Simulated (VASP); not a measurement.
A run of VASP 6.6.1:

File INCAR:

```
SYSTEM = Au
PREC     = Accurate       ! precision mode
ENCUT    = 500            ! plane-wave cutoff, eV
EDIFF    = 1E-6           ! SCF threshold, eV
ISMEAR   = -1             ! smearing method
SIGMA    = 0.1            ! smearing width, eV
LREAL    = .FALSE.        ! projectors in reciprocal space
LASPH    = .TRUE.         ! aspherical terms in the spheres
NELM     = 120            ! most SCF steps
ALGO     = Normal         ! electronic algorithm
ISIF     = 2              ! what is computed and relaxed
LWAVE    = .FALSE.        ! write WAVECAR
LCHARG   = .FALSE.        ! write CHGCAR
GGA      = PS             ! functional
NBANDS   = 12             ! bands
GGA_COMPAT= .FALSE.
```

KPOINTS

```
Automatic mesh
0
G
  9 9 9
  0 0 0
```

POSCAR

```
Au
1.0
    0.0000000000      2.0409909107      2.0409909107
    2.0409909107      0.0000000000      2.0409909107
    2.0409909107      2.0409909107      0.0000000000
Au
1
Direct
    0.0000000000      0.0000000000      0.0000000000
```

Potentials or basis: VASP PAW PBE potentials, release 64 (Au).

The run is started by

```sh
$ cat potpaw_PBE.64/Au/POTCAR > POTCAR
$ mpirun -np 1 vasp_std > vasp.out
```

Hardware: 1 thread of Intel(R) Xeon(R) 6975P-C (Granite Rapids), on a shared host.

Question: How long does it take, and how much memory?

Answer: Run time: 3.8 s on 1 thread of Intel(R) Xeon(R) 6975P-C (Granite Rapids), on a shared host, peak memory 0.14 GiB. Counts: scf iterations 11, k points 35.
